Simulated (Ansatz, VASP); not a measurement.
**Two plane-wave programs on KTaO3**

Contents of INCAR:

```
PREC = Accurate
ENCUT = 600
EDIFF = 1E-6
ISMEAR = -1
SIGMA = 0.05
LREAL = False
LASPH = True
NELM = 80
ALGO = Normal
ISIF = 3
LWAVE = False
LCHARG = False
GGA = B5
ALDAX = 1.0
AGGAX = 1.0
AGGAC = 1.0
ALDAC = 0.0
IVDW = 13
VDW_S6 = 1.0
VDW_S8 = 2.34076671
VDW_A1 = 0.44488865
VDW_A2 = 4.0933009
IBRION = 2
NSW = 60
EDIFFG = -0.01
```

Contents of KPOINTS:

```
regular mesh
0
Gamma
  7 7 7
```

File POSCAR:

```
KTaO3
1.0
    3.9883000000      0.0000000000      0.0000000000
    0.0000000000      3.9883000000      0.0000000000
    0.0000000000      0.0000000000      3.9883000000
Ta K O
1 1 3
Direct
    0.0000000000      0.0000000000      0.0000000000
    0.5000000000      0.5000000000      0.5000000000
    0.0000000000      0.0000000000      0.5000000000
    0.0000000000      0.5000000000      0.0000000000
    0.5000000000      0.0000000000      0.0000000000
```

input.yaml

```yaml
crystal:
  lattice:
    - [3.9883, 0.0, 0.0]
    - [0.0, 3.9883, 0.0]
    - [0.0, 0.0, 3.9883]
  atoms:
    - { symbol: Ta, position: [0.0, 0.0, 0.0] }
    - { symbol: K, position: [0.5, 0.5, 0.5] }
    - { symbol: O, position: [0.0, 0.0, 0.5] }
    - { symbol: O, position: [0.0, 0.5, 0.0] }
    - { symbol: O, position: [0.5, 0.0, 0.0] }
hamiltonian:
  xc: blyp
  pseudopotentials: { kind: paw }
  dispersion: d4
kpoints:
  mp_grid: { grid: [7, 7, 7] }
scf:
  occupations: { method: fermi_dirac, width: 0.05 }
output:
  forces: true
  stress: true
relax:
  f_tol: 0.01
  max_steps: 40
  cell: { stress_tol: 0.05 }
```

Alike in both runs: task relaxation of cell and atoms; functional BLYP; dispersion D4; k mesh 7 × 7 × 7; occupations fermi-dirac, width 0.05 eV; no spin polarisation.

|  | VASP | Ansatz |
| --- | --- | --- |
| version | VASP 6.6.1 | Ansatz 0.2.0 |
| potentials or method | VASP PAW PBE potentials, release 64 (Ta_pv, K_sv, O) | Ansatz PAW |
| plane-wave cutoff (eV) | 600 | 420 |
| valence electrons in the cell | 38 | 40 |

|  | VASP | Ansatz | Ansatz less VASP |
| --- | --- | --- | --- |
| relaxed volume (Å³/atom) | 13.17 | 13.09 | -0.088 |
| relaxed cell length with the largest relative difference (Å) | 4.039 | 4.030 | -0.0090 |

VASP's potentials were made for PBE, not for BLYP. VASP's potentials hold 38 valence electrons a cell and Ansatz's 40, so a difference there can come from the potentials and not from the codes.

Spin-orbit coupling is off throughout. Noted on Ansatz's run: odd divisions of the mesh miss points on the zone boundary, where band edges often lie, so the gap on the mesh can be too wide; the plane-wave basis is chosen anew once the cell has moved, so the energies of steps on either side of that aren't comparable.
